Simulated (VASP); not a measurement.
## SiNi2: single point with PBEsol

Crystal: SiNi2.

```
Si Ni
1.0
     3.93343    0.00000    0.00000
    -1.96672    3.40645    0.00000
     0.00000    0.00000    5.04125
Si Ni
2 4
Direct
  0.33333 0.66667 0.75000
  0.66667 0.33333 0.25000
  0.00000 0.00000 0.00000
  0.00000 0.00000 0.50000
  0.33333 0.66667 0.25000
  0.66667 0.33333 0.75000
```

```yaml
Program: VASP 6.6.1
Task: single point
Functional: PBEsol
Potentials_or_basis: VASP PAW PBE potentials, release 64 (Si, Ni)
Cutoff: 520 eV
k_mesh: 12 × 12 × 8
Occupations: gaussian, width 0.1 eV
Spin: no spin polarisation
Dipole_correction: no
Further_INCAR_settings: ALGO = Fast; EDIFF = 1e-07; NBANDS = 33
```

```
Pressure               : -11.1 GPa
Band gap on the k mesh : zero (bands 24 and 25 overlap by 3.14 eV)
```

Stress tensor (GPa, compression positive):
```
-11.05   0.00   0.00
  0.00 -11.05   0.00
  0.00   0.00 -11.25
```

Levels at points of the mesh, in eV from the Fermi level:
| k point | band 21 | band 22 | band 23 | band 24 | band 25 | band 26 | band 27 | band 28 |
| --- | --- | --- | --- | --- | --- | --- | --- | --- |
| (0.00, 0.00, 0.00) | -0.60 | -0.60 | 0.10 | 2.54 | 2.73 | 2.73 | 2.75 | 2.75 |
| (0.50, 0.00, 0.00) | -1.29 | -1.15 | -0.96 | -0.66 | -0.54 | 1.01 | 1.76 | 2.86 |
| (0.00, 0.00, 0.50) | -1.18 | -1.18 | 1.96 | 1.96 | 3.19 | 3.19 | 3.19 | 3.19 |
| (0.50, 0.00, 0.50) | -1.20 | -1.20 | -0.87 | -0.87 | 0.92 | 0.92 | 2.75 | 2.75 |

Run time: 2 min on 1 thread of Intel(R) Xeon(R) 6975P-C (Granite Rapids), on a shared host, peak memory 0.29 GiB.

Caveat: the cell stands under tension; the PAW data sets were made with another functional, which shifts forces and pressure a little. Spin polarisation is off, so any magnetic state and its effect on volume and gap are missing.
